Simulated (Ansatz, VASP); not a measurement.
**Al12H: VASP beside Ansatz**

```xyz
13
Lattice="5.6315 0.0000 0.0000 -2.8157 4.8770 0.0000 0.0000 0.0000 21.5684" Properties=species:S:1:pos:R:3 pbc="T T T"
Al    1.4079    0.8128    4.0000
Al    0.0000    3.2513    4.0000
Al    4.2236    0.8128    4.0000
Al    2.8157    3.2513    4.0000
Al    0.0000    1.6257    6.2849
Al   -1.4079    4.0642    6.2849
Al    2.8157    1.6257    6.2849
Al    1.4079    4.0642    6.2849
Al    0.0000    0.0000    8.5684
Al   -1.4079    2.4385    8.5684
Al    2.8157    0.0000    8.5684
Al    1.4079    2.4385    8.5684
H     0.0000    0.0000   10.7684
```

Alike in both runs: task single point; functional PBE; dispersion D3(BJ); k mesh 6 × 6 × 1; occupations gaussian, width 0.1 eV; no spin polarisation.

|  | VASP | Ansatz |
| --- | --- | --- |
| version | VASP 6.6.1 | Ansatz 0.2.0 |
| potentials or method | VASP PAW PBE potentials, release 64 (Al, H), cutoff 520 eV | scalar-relativistic, plane waves, PAW |
| valence electrons in the cell | 37 | 37 |

```csv
,VASP,Ansatz,Ansatz less VASP
gap on the k mesh at the Fermi level (eV),none,none,-
rms of the force components (eV/Å),0.463,0.463,-0.0002
```

Atom by atom the forces differ by 0.000 eV/Å (rms over components). A gap of «none» marks a metal or a gap that the smearing closes.
